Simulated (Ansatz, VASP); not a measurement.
## TiTe2: VASP beside Ansatz

INCAR

```
  PREC = Accurate
  ENCUT = 600
  EDIFF = 1E-7
  ISMEAR = -1
  SIGMA = 0.05
  LREAL = F
  LASPH = T
  NELM = 60
  ALGO = Normal
  ISIF = 3
  LWAVE = F
  LCHARG = F
  GGA = RP
  IBRION = 2
  NSW = 60
  EDIFFG = -0.01
```

The input KPOINTS:

```
regular mesh
0
Gamma
  8 8 4
```

Contents of POSCAR:

```
TiTe2
1.0
    3.7770000000      0.0000000000      0.0000000000
   -1.8885000000      3.2709779501      0.0000000000
    0.0000000000      0.0000000000      6.4980000000
Te Ti
2 1
Direct
    0.3333333333      0.6666666667      0.7372000000
    0.6666666667      0.3333333333      0.2628000000
    0.0000000000      0.0000000000      0.0000000000
```

Contents of input.yaml:

```yaml
crystal:
  lattice:
    - [3.777, 0.0, 0.0]
    - [-1.8885, 3.2709779501, 0.0]
    - [0.0, 0.0, 6.498]
  atoms:
    - { symbol: Te, position: [0.3333333333, 0.6666666667, 0.7372] }
    - { symbol: Te, position: [0.6666666667, 0.3333333333, 0.2628] }
    - { symbol: Ti, position: [0.0, 0.0, 0.0] }
hamiltonian:
  xc: rpbe
  pseudopotentials: { kind: paw }
kpoints:
  mp_grid: { grid: [8, 8, 4] }
scf:
  occupations: { method: fermi_dirac, width: 0.05 }
output:
  forces: true
  stress: true
  eigenvalues: true
relax:
  f_tol: 0.01
  max_steps: 40
  cell: { stress_tol: 0.05 }
```

Alike in both runs: task relaxation of cell and atoms; functional RPBE; k mesh 8 × 8 × 4; occupations fermi-dirac, width 0.05 eV; no spin polarisation.

|  | VASP | Ansatz |
| --- | --- | --- |
| version | VASP 6.6.1 | Ansatz 0.2.0 |
| potentials or method | VASP PAW PBE potentials, release 64 (Te, Ti_sv) | Ansatz PAW |
| plane-wave cutoff (eV) | 600 | 420 |
| valence electrons in the cell | 24 | 44 |

VASP gave:

- gap on the k mesh at the Fermi level, each at its own relaxed structure (eV): none
- relaxed volume (Å³/atom): 36.23
- relaxed cell length with the largest relative difference (Å): 8.633

Problem. Estimate Ansatz's values.

Solution. gap on the k mesh at the Fermi level, each at its own relaxed structure (eV): none; relaxed volume (Å³/atom): 38.17; relaxed cell length with the largest relative difference (Å): 9.100.

VASP's potentials were made for PBE, not for RPBE. A gap of «none» marks a metal or a gap that the smearing closes. One of these differences is far larger than is usual between the two programs; its cause wasn't traced. VASP's potentials hold 24 valence electrons a cell and Ansatz's 44, so a difference there can come from the potentials and not from the codes.

Neither program's run includes spin-orbit coupling. Noted on VASP's run: the volume moved by over 15 % at a fixed basis, so the end points are rough. Noted on Ansatz's run: the volume moved by over 15 % at a fixed basis, so the end points are rough; the plane-wave basis is chosen anew once the cell has moved, so the energies of steps on either side of that aren't comparable.
